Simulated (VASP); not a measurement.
CdTe, 2 atoms in the cell. The cell holds a wire or tube with vacuum around it, 2 atoms: a = 11.300 Å, b = 9.300 Å, c = 2.734 Å, α = 90.00°, β = 90.00°, γ = 90.00°. 

| Item | Value |
| --- | --- |
| Program | VASP 6.6.1 |
| Task | single point |
| Functional | PBE |
| Potentials or basis | VASP PAW PBE potentials, release 64 (Cd, Te) |
| Cutoff | 520 eV |
| k mesh | 1 × 1 × 23 |
| Occupations | gaussian, width 0.05 eV |
| Spin | collinear spin |
| Starting moments | [0.5, 0.5] μB |
| Dipole correction | no |
| Further INCAR settings | ALGO = Normal; EDIFF = 1e-07; NBANDS = 20 |

Potentials or basis: VASP PAW PBE potentials, release 64 (Cd, Te).

Run with:

```console
$ cat potpaw_PBE.64/Cd/POTCAR potpaw_PBE.64/Te/POTCAR > POTCAR
$ mpirun -np 1 vasp_std > vasp.out
```

Hardware: 1 thread of Intel(R) Xeon(R) 6975P-C (Granite Rapids), on a shared host.

Task: Estimate the wall time of this run.

Result: Run time: 100 s on 1 thread of Intel(R) Xeon(R) 6975P-C (Granite Rapids), with other jobs on the host, peak memory 0.48 GiB. Counts: scf iterations 25, k points 12.
